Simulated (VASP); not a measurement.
# Al3Cu (P4/mmm) in VASP: further runs, part 2 of 2

VASP 6.6.1. Earlier steps stand in the parts before.

## 3. Single point, r2SCAN

This run uses another cell than the first one, of 12.10 Å³/atom.

POSCAR reads:

```
Al3Cu
1.0
    2.6114552183      0.0000000000      0.0000000000
    0.0000000000      2.6114552183      0.0000000000
    0.0000000000      0.0000000000      7.0966706009
Al Cu
3 1
Direct
    0.0000000000      0.0000000000      0.5000000000
    0.5000000000      0.5000000000      0.2290321819
    0.5000000000      0.5000000000      0.7709678181
    0.0000000000      0.0000000000      0.0000000000
```

INCAR.step1 reads:

```
PREC = Accurate ; ENCUT = 520
ISMEAR = 0 ; SIGMA = 0.1
LREAL = F ; LASPH = T
NELM = 100 ; NBANDS = 18
GGA = PE ; ALGO = Normal
EDIFF = 1E-4 ; LWAVE = T
LCHARG = F
```

INCAR.step2 reads:

```
PREC = Accurate ; ENCUT = 520
EDIFF = 1E-6 ; ISMEAR = 0
SIGMA = 0.1 ; LREAL = F
LASPH = T ; NELM = 100
ALGO = Normal ; ISIF = 2
LWAVE = F ; LCHARG = F
METAGGA = R2SCAN ; LMIXTAU = T
NBANDS = 18 ; ISTART = 1
```

KPOINTS reads:

```
regular mesh
0
Gamma
  16 16 6
```

Potentials or basis: VASP PAW PBE potentials, release 64 (Al, Cu).

Run with:

```console
cat potpaw_PBE.64/Al/POTCAR potpaw_PBE.64/Cu/POTCAR > POTCAR
cp INCAR.step1 INCAR
mpirun -np 1 vasp_std > vasp.out
cp INCAR.step2 INCAR
mpirun -np 1 vasp_std > vasp.out
```

OUTCAR:

```text
PREC = Accurate
   ENCUT = 520
   EDIFF = 1E-6
   ISMEAR = 0
   LREAL = F
   LASPH = T
   NELM = 100
   ISIF = 2
   METAGGA = R2SCAN
   ISTART = 1

 ion  position               nearest neighbor table
   1  0.000  0.000  0.500-   2 2.67   3 2.67   2 2.67   3 2.67   2 2.67   3 2.67   2 2.67   3 2.67

   2  0.500  0.500  0.229-   4 2.46   4 2.46   4 2.46   4 2.46   1 2.67   1 2.67   1 2.67   1 2.67
                             3 3.25
   3  0.500  0.500  0.771-   4 2.46   4 2.46   4 2.46   4 2.46   1 2.67   1 2.67   1 2.67   1 2.67
                             2 3.25
   4  0.000  0.000  0.000-   2 2.46   3 2.46   2 2.46   3 2.46   2 2.46   3 2.46   2 2.46   3 2.46

  LATTYP: Found a simple tetragonal cell.
 ALAT       =     2.6114552183
 C/A-ratio  =     2.7175157174

  Lattice vectors:

 A1 = (   2.6114552183,   0.0000000000,   0.0000000000)
 A2 = (   0.0000000000,   2.6114552183,   0.0000000000)
 A3 = (   0.0000000000,   0.0000000000,   7.0966706009)

Analysis of symmetry for initial positions (statically):
=====================================================================
 Subroutine PRICEL returns:
 Original cell was already a primitive cell.

 Routine SETGRP: Setting up the symmetry group for a
 simple tetragonal supercell.

 Subroutine GETGRP returns: Found 16 space group operations
 (whereof 16 operations were pure point group operations)
 out of a pool of 16 trial point group operations.

The static configuration has the point symmetry D_4h.

Analysis of symmetry for dynamics (positions and initial velocities):
=====================================================================
 Subroutine PRICEL returns:
 Original cell was already a primitive cell.

 Routine SETGRP: Setting up the symmetry group for a
 simple tetragonal supercell.

 Subroutine GETGRP returns: Found 16 space group operations
 (whereof 16 operations were pure point group operations)
 out of a pool of 16 trial point group operations.

The dynamic configuration has the point symmetry D_4h.

 Subroutine INISYM returns: Found 16 space group operations
 (whereof 16 operations are pure point group operations),
 and found     1 'primitive' translations

----------------------------------------------------------------------------------------

                                     Primitive cell

  volume of cell :      48.3972

  direct lattice vectors                    reciprocal lattice vectors
     2.611455218  0.000000000  0.000000000     0.382928259  0.000000000  0.000000000
     0.000000000  2.611455218  0.000000000     0.000000000  0.382928259  0.000000000
     0.000000000  0.000000000  7.096670601     0.000000000  0.000000000  0.140911148

  length of vectors
     2.611455218  2.611455218  7.096670601     0.382928259  0.382928259  0.140911148

  position of ions in fractional coordinates (direct lattice)
     0.000000000  0.000000000  0.500000000
     0.500000000  0.500000000  0.229032182
     0.500000000  0.500000000  0.770967818
     0.000000000  0.000000000  0.000000000

  ion indices of the primitive-cell ions
   primitive index   ion index
                 1           1
                 2           2
                 3           3
                 4           4

[... 26 lines left out ...]
 Following reciprocal coordinates:
            Coordinates               Weight
  0.000000  0.000000  0.000000      1.000000
  0.062500  0.000000  0.000000      4.000000
  0.125000  0.000000  0.000000      4.000000
  0.187500  0.000000  0.000000      4.000000
  0.250000  0.000000  0.000000      4.000000
  0.312500  0.000000  0.000000      4.000000
[... 16 lines left out ...]
  0.437500  0.125000  0.000000      8.000000
  0.500000  0.125000  0.000000      4.000000
 [... further k-points ...]
   k-points           NKPTS =    180   k-points in BZ     NKDIM =    180   number of bands    NBANDS=     18
   number of dos      NEDOS =    301   number of ions     NIONS =      4
   total plane-waves  NPLWV =  21600
   dimension x,y,z NGX =    20 NGY =   20 NGZ =   54
   dimension x,y,z NGXF=    40 NGYF=   40 NGZF=  108
   ions per type =               3   1
   NGX,Y,Z   is equivalent  to a cutoff of  12.73, 12.73, 12.65 a.u.
   NGXF,Y,Z  is equivalent  to a cutoff of  25.46, 25.46, 25.30 a.u.
 SYSTEM =  unknown system
   PREC   = accura    normal or accurate (medium, high low for compatibility)
   ISTART =      1    job   : 0-new  1-cont  2-samecut
   ICHARG =      0    charge: 1-file 2-atom 10-const
   ISPIN  =      1    spin polarized calculation?
   LNONCOLLINEAR =      F non collinear calculations
   LSORBIT =      F    spin-orbit coupling
   LASPH  =      T    aspherical Exc in radial PAW
   ENCUT  =  520.0 eV  38.22 Ry    6.18 a.u.   4.86  4.86 13.20*2*pi/ulx,y,z
   NELM   =    100;   NELMIN=  2; NELMDL=  0     # of ELM steps
   EDIFF  = 0.1E-05   stopping-criterion for ELM
   LREAL  =      F    real-space projection
   EDIFFG = 0.1E-04   stopping-criterion for IOM
   NSW    =      0    number of steps for IOM
   IBRION =     -1    ionic relax: 0-MD 1-quasi-New 2-CG
   NFREE  =      0    steps in history (QN), initial steepest desc. (CG)
   ISIF   =      2    stress and relaxation
   ISYM   =      2    0-nonsym 1-usesym 2-fastsym
   POTIM  = 0.5000    time-step for ionic-motion
   TEBEG  =    0.0;   TEEND  =   0.0 temperature during run
   PSTRESS=    0.0 pullay stress
   NELECT =      20.0000    total number of electrons
   NUPDOWN=      -1.0000    fix difference up-down
   EMIN   =  10.00;   EMAX   =-10.00  energy-range for DOS
   EFERMI =   0.00;   METHOD = LEGACY
   ISMEAR =     0;   SIGMA  =   0.10  broadening in eV -4-tet -1-fermi 0-gaus
   EFERMI_NEDOS =   21; number of points for ismear=-14 and -15
   IALGO  =     38    algorithm
   IMIX   =      4    mixing-type and parameters
     AMIX     =   0.40;   BMIX     =  1.00
     AMIX_MAG =   1.60;   BMIX_MAG =  1.00
  volume/ion in A,a.u.               =      12.10        81.65
  Fermi-wavevector in a.u.,A,eV,Ry     =   1.219396  2.304325 20.230876  1.486927
  Thomas-Fermi vector in A             =   2.354650
   LORBIT       =      0    0 simple, 1 ext, 2 COOP (PROOUT), +10 PAW based schemes
   METAGGA = R2SCAN    functional components
   LHFCALC =     F    Hartree Fock is set to
   AEXX    =    0.0000 exact exchange contribution
   IVDW    =     0    specifies the selected vdW correction
   LEPSILON=     F    determine dielectric tensor
   LRPA    =     F    only Hartree local field effects (RPA)
 non-spin polarized calculation
 Gauss-broadening in eV      SIGMA  =   0.10
  energy-cutoff  :      520.00
  volume of cell :       48.40
 maximum number of plane-waves:      1332
 NGX is ok and might be reduce to    20
   NGX =  9   NGY =  9   NGZ = 27

 number of electron      20.0000022 magnetization

 Free energy of the ion-electron system (eV)
  ---------------------------------------------------
  ext. energy  EPLUGINS =         0.00000000
  ---------------------------------------------------
  free energy    TOTEN  =       -30.62647501 eV

  energy without entropy =      -30.61826012  energy(sigma->0) =      -30.62236756

 E-fermi :  10.7628     XC(G=0): -12.5480

 val. band max:       10.7623923193   @ k =   0.3750   0.3125   0.1667
 cond. band min:      10.7772073207   @ k =   0.5000   0.5000   0.0000
 fundamental gap:      0.0148150014
 Fermi energy:        10.7628445436

 k-point     1 :       0.0000    0.0000    0.0000
  band No.  band energies     occupation
      1      -2.6140      2.00000
      2       0.2967      2.00000
      3       0.6568      2.00000
      4       5.1582      2.00000
      5       5.2916      2.00000
      6       6.4130      2.00000
[... 481 lines left out ...]
      5       5.4004      2.00000
      6       5.4253      2.00000
[... 10 lines left out ...]
     17      20.2824      0.00000
     18      21.8417      0.00000

 [... further k-points ...]

------------------------ aborting loop because EDIFF is reached ----------------------------------------

  FORCE on cell =-STRESS in cart. coord.  units (eV):
  Direction    XX          YY          ZZ          XY          YZ          ZX
  --------------------------------------------------------------------------------------
  -------------------------------------------------------------------------------------
  Total        8.9782074      8.9782074      8.9605705      0.0000000      0.0000000      0.0000000
  in kB      297.2216253    297.2216253    296.6377569      0.0000000      0.0000000      0.0000000
  external PRESSURE =     297.0270025 kB  Pullay stress =       0.0000000 kB

 VOLUME and BASIS-vectors are now :
 -----------------------------------------------------------------------------
  energy-cutoff  :      520.00
  volume of cell :       48.40
      direct lattice vectors                 reciprocal lattice vectors
     2.611455218  0.000000000  0.000000000     0.382928259  0.000000000  0.000000000
     0.000000000  2.611455218  0.000000000     0.000000000  0.382928259  0.000000000
     0.000000000  0.000000000  7.096670601     0.000000000  0.000000000  0.140911148

 POSITION                                       TOTAL-FORCE (eV/Angst)
 -----------------------------------------------------------------------------------
      0.00000      0.00000      3.54834        -0.000000      0.000000      0.000000
      1.30573      1.30573      1.62537         0.000000     -0.000000      0.014710
      1.30573      1.30573      5.47130        -0.000000      0.000000     -0.014710
      0.00000      0.00000      0.00000        -0.000000      0.000000      0.000000
 -----------------------------------------------------------------------------------
    total drift:                                0.000000      0.000000     -0.000000

  FREE ENERGIE OF THE ION-ELECTRON SYSTEM (eV)
  ---------------------------------------------------
  free  energy   TOTEN  =       -30.6264750060 eV

  energy  without entropy=      -30.6182601174  energy(sigma->0) =      -30.62236756
```

It took 3.7 min on 1 thread of Intel Xeon 6975P-C (Granite Rapids), shared host; peak memory 0.27 GiB.

What came out:

```yaml
Free_energy: -30.6265 eV
Pressure: 29.7 GPa
Largest_force: 0.015 eV/Å
Band_gap_on_the_k_mesh: zero (bands 10 and 11 overlap by 6.91 eV)
```

Forces on the atoms (eV/Å):
```
Al   0.000  0.000  0.000
Al   0.000  0.000  0.015
Al   0.000  0.000 -0.015
Cu   0.000  0.000  0.000
```

Caveat: the cell stands under pressure; the PAW data sets were made with another functional, which shifts forces and pressure a little.

## 4. Single point, r2SCAN

This run uses another cell than the first one, of 13.08 Å³/atom.

POSCAR reads:

```
Al3Cu
1.0
    2.6772119851      0.0000000000      0.0000000000
    0.0000000000      2.6772119851      0.0000000000
    0.0000000000      0.0000000000      7.2972190938
Al Cu
3 1
Direct
    0.0000000000      0.0000000000      0.5000000000
    0.5000000000      0.5000000000      0.2264900890
    0.5000000000      0.5000000000      0.7735099110
    0.0000000000      0.0000000000      0.0000000000
```

INCAR.step1 reads:

```
  PREC = Accurate
  ENCUT = 520
  ISMEAR = 0
  SIGMA = 0.1
  LREAL = False
  LASPH = True
  NELM = 60
  NBANDS = 18
  GGA = PE
  ALGO = Normal
  EDIFF = 1E-4
  LWAVE = True
  LCHARG = False
```

INCAR.step2 reads:

```
  PREC = Accurate
  ENCUT = 520
  EDIFF = 1E-7
  ISMEAR = 0
  SIGMA = 0.1
  LREAL = False
  LASPH = True
  NELM = 60
  ALGO = Normal
  ISIF = 2
  LWAVE = False
  LCHARG = False
  METAGGA = R2SCAN
  LMIXTAU = True
  NBANDS = 18
  ISTART = 1
```

KPOINTS is that of step 3.

Run with:

```console
cat potpaw_PBE.64/Al/POTCAR potpaw_PBE.64/Cu/POTCAR > POTCAR
cp INCAR.step1 INCAR
mpirun -np 1 vasp_std > vasp.out
cp INCAR.step2 INCAR
mpirun -np 1 vasp_std > vasp.out
```

Wall time 4 min (1 thread of Intel Xeon 6975P-C (Granite Rapids), shared host); peak memory 0.28 GiB.

The run converged. Its results:

| Property | Result |
| --- | --- |
| Free energy | -31.1568 eV |
| Pressure | 14.7 GPa |
| Largest force | 0.023 eV/Å |
| Band gap on the k mesh | zero (bands 10 and 11 overlap by 6.71 eV) |

Forces in eV/Å, atoms in the order of the input:
```
Al   0.000  0.000  0.000
Al   0.000  0.000  0.023
Al   0.000  0.000 -0.023
Cu   0.000  0.000  0.000
```

Levels at points of the mesh, in eV from the Fermi level:
| k point | band 7 | band 8 | band 9 | band 10 | band 11 | band 12 | band 13 | band 14 |
| --- | --- | --- | --- | --- | --- | --- | --- | --- |
| (0.00, 0.00, 0.00) | -4.11 | -3.64 | -2.13 | 0.73 | 6.66 | 7.72 | 7.72 | 8.46 |
| (0.50, 0.00, 0.00) | -4.21 | -4.12 | -3.99 | -2.57 | -1.94 | 2.87 | 4.46 | 4.74 |
| (0.50, 0.50, 0.00) | -3.02 | -0.71 | -0.35 | 0.05 | 0.05 | 0.38 | 0.43 | 0.43 |
| (0.00, 0.00, 0.50) | -4.11 | -4.06 | -3.64 | 4.65 | 6.32 | 6.63 | 8.29 | 8.29 |
| (0.50, 0.00, 0.50) | -4.21 | -3.99 | -2.99 | -1.24 | -1.02 | 0.07 | 1.26 | 9.55 |
| (0.50, 0.50, 0.50) | -2.14 | -2.07 | -2.07 | -0.75 | -0.66 | 0.54 | 2.54 | 3.37 |

Caveat: the cell stands under pressure; the PAW data sets were made with another functional, which shifts forces and pressure a little.

## 5. Single point, r2SCAN

This run uses another cell than the first one, of 13.69 Å³/atom.

POSCAR reads:

```
Al3Cu
1.0
    2.7167099497      0.0000000000      0.0000000000
    0.0000000000      2.7167099497      0.0000000000
    0.0000000000      0.0000000000      7.4174359922
Al Cu
3 1
Direct
    0.0000000000      0.0000000000      0.5000000000
    0.5000000000      0.5000000000      0.2249703312
    0.5000000000      0.5000000000      0.7750296688
    0.0000000000      0.0000000000      0.0000000000
```

INCAR.step1 reads:

```
SYSTEM = Al3Cu
ALGO = Normal
EDIFF = 1E-4
ENCUT = 520
GGA = PE
ISMEAR = 0
LASPH = .True.
LCHARG = .False.
LREAL = .False.
LWAVE = .True.
NBANDS = 18
NELM = 60
PREC = Accurate
SIGMA = 0.1
```

INCAR.step2 reads:

```
SYSTEM = Al3Cu
ALGO = Normal
EDIFF = 1E-7
ENCUT = 520
ISIF = 2
ISMEAR = 0
ISTART = 1
LASPH = .True.
LCHARG = .False.
LMIXTAU = .True.
LREAL = .False.
LWAVE = .False.
METAGGA = R2SCAN
NBANDS = 18
NELM = 60
PREC = Accurate
SIGMA = 0.1
```

KPOINTS reads:

```
k-points
0
Gamma
  16 16 6
  0 0 0
```

Run with:

```console
cat potpaw_PBE.64/Al/POTCAR potpaw_PBE.64/Cu/POTCAR > POTCAR
cp INCAR.step1 INCAR
mpirun -np 1 vasp_std > vasp.out
cp INCAR.step2 INCAR
mpirun -np 1 vasp_std > vasp.out
```

It took 4.1 min on 1 thread of Intel Xeon 6975P-C (Granite Rapids), shared host; peak memory 0.29 GiB.

Results (log left out):

* Free energy: -31.3253 eV
* Pressure: 7.7 GPa
* Largest force: 0.021 eV/Å
* Band gap on the k mesh: zero (bands 10 and 11 overlap by 6.58 eV)

Forces in eV/Å, atoms in the order of the input:
```
Al   0.000  0.000  0.000
Al   0.000  0.000  0.021
Al   0.000  0.000 -0.021
Cu   0.000  0.000  0.000
```

Levels at points of the mesh, in eV from the Fermi level:
```
           k point  band 6  band 7  band 8  band 9  band 10  band 11  band 12  band 13  band 14  band 15
(0.00, 0.00, 0.00)   -3.97   -3.97   -3.53   -2.08     0.65     6.65     7.47     7.47     8.39    10.07
(0.50, 0.00, 0.00)   -4.61   -4.07   -4.00   -3.85    -2.53    -1.95     2.82     4.28     4.55     5.80
(0.50, 0.50, 0.00)   -2.90   -2.90   -0.63   -0.35     0.08     0.08     0.44     0.44     0.49     2.93
(0.00, 0.00, 0.50)   -3.97   -3.97   -3.93   -3.53     4.50     6.12     6.63     8.05     8.05     8.26
(0.50, 0.00, 0.50)   -4.74   -4.07   -3.85   -2.91    -1.19    -1.03     0.06     1.11     9.37     9.43
(0.50, 0.50, 0.50)   -2.07   -2.07   -1.97   -1.97    -0.66    -0.60     0.56     2.29     3.38     3.38
```

Caveat: the cell stands under pressure; the PAW data sets were made with another functional, which shifts forces and pressure a little.

## 6. The runs side by side

| cell | gap on the mesh (eV) | pressure (GPa) | largest force (eV/Å) |
| --- | --- | --- | --- |
| a = 2.519, b = 2.519, c = 6.834 Å, 4 atoms, atomic positions A | none | 59.6 | 0.01 |
| a = 2.611, b = 2.611, c = 7.097 Å, 4 atoms, atomic positions B | none | 29.7 | 0.01 |
| a = 2.677, b = 2.677, c = 7.297 Å, 4 atoms, atomic positions C | none | 14.7 | 0.02 |
| a = 2.717, b = 2.717, c = 7.417 Å, 4 atoms, atomic positions D | none | 7.7 | 0.02 |

Alike in all rows: task single point; level r2SCAN; potentials or basis VASP PAW PBE potentials, release 64 (Al, Cu); no spin polarisation; k mesh 16 × 16 × 6; cutoff (eV) 520; smearing gaussian 0.1 eV.

Caveats: the cell stands under pressure; the PAW data sets were made with another functional, which shifts forces and pressure a little.

Total energies depend on the potentials used, so only differences within one code and one set of settings carry meaning.

The gap in the log of VASP goes by the Fermi energy; the results here count the filled bands.